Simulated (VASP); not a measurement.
A run of VASP 6.6.1 is set up as follows.

INCAR

```
  ALGO = Normal
  DIPOL = 0.5 0.5 0.368
  EDIFF = 1E-6
  ENCUT = 520
  IDIPOL = 3
  ISIF = 2
  ISMEAR = 0
  LASPH = True
  LCHARG = False
  LDIPOL = True
  LREAL = False
  LWAVE = False
  NBANDS = 32
  NELM = 80
  PREC = Accurate
  SIGMA = 0.05
```

KPOINTS

```
k-points
0
Gamma
  6 6 1
```

Contents of POSCAR:

```
ZnCd2Te2
1.0
    4.5325544674      0.0000000000      0.0000000000
   -2.2662772337      3.9253073128      0.0000000000
    0.0000000000      0.0000000000     19.8672286441
Te Cd Zn
2 2 1
Direct
    0.0000000000      0.0000000000      0.2013365866
    0.3333333333      0.6666666667      0.3964595968
    0.3333333333      0.6666666667      0.2479059306
    0.6666666667      0.3333333333      0.4211573136
    1.3333333333      0.6666666667      0.5750286483
```

Potentials or basis: VASP PAW LDA potentials, release 64 (Te, Cd, Zn).

The run is started by

```console
$ cat potpaw_LDA.64/Te/POTCAR potpaw_LDA.64/Cd/POTCAR potpaw_LDA.64/Zn/POTCAR > POTCAR
$ mpirun -np 1 vasp_std > vasp.out
```

Task: Predict the largest force.

Result: 0.376 eV/Å.

Task: Estimate the band gap on the k mesh.

Result: Zero (filled and empty bands touch).

Forces in eV/Å, atoms in the order of the input:
```
Te   0.000  0.000  0.376
Te   0.000  0.000 -0.183
Cd   0.000  0.000 -0.359
Cd   0.000  0.000  0.151
Zn   0.000  0.000  0.015
```

Caveat: spin-orbit coupling is left out, which moves the levels of the heavy elements.
